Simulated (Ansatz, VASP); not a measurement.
**Two plane-wave programs on SiC**

```
Si C
1.0
     3.07550    0.00000    0.00000
    -1.53775    2.66346    0.00000
     0.00000    0.00000    5.04855
Si C
2 2
Direct
  0.33333 0.66667 0.96234
  0.66667 0.33333 0.46234
  0.33333 0.66667 0.41266
  0.66667 0.33333 0.91266
```

Change from the starting cell: polar distortion scaled by 0.40.

Alike in both runs: task single point; functional r2SCAN; k mesh 9 × 9 × 6; no spin polarisation.

|  | VASP | Ansatz |
| --- | --- | --- |
| version | VASP 6.6.1 | Ansatz 0.2.0 |
| potentials or method | VASP PAW PBE potentials, release 64 (Si, C), cutoff 520 eV | scalar-relativistic, plane waves, PAW |
| occupations | gaussian, width 0.01 eV | fixed |
| valence electrons in the cell | 16 | 16 |

Ansatz gave:

* gap on the k mesh at the Fermi level (eV): 1.46
* least direct gap on the mesh (eV): 3.64
* pressure (GPa): 7.9
* traceless stress, the component that is largest in VASP (GPa): -9.41
* rms of the force components (eV/Å): 1.286

Question: What did VASP give for the same quantities?

Answer: gap on the k mesh at the Fermi level (eV): 1.46; least direct gap on the mesh (eV): 3.65; pressure (GPa): 7.5; traceless stress, the component that is largest in VASP (GPa): -9.11; rms of the force components (eV/Å): 1.287.

VASP's potentials were made for PBE, not for r2SCAN. Atom by atom the forces differ by 0.001 eV/Å (rms over components).
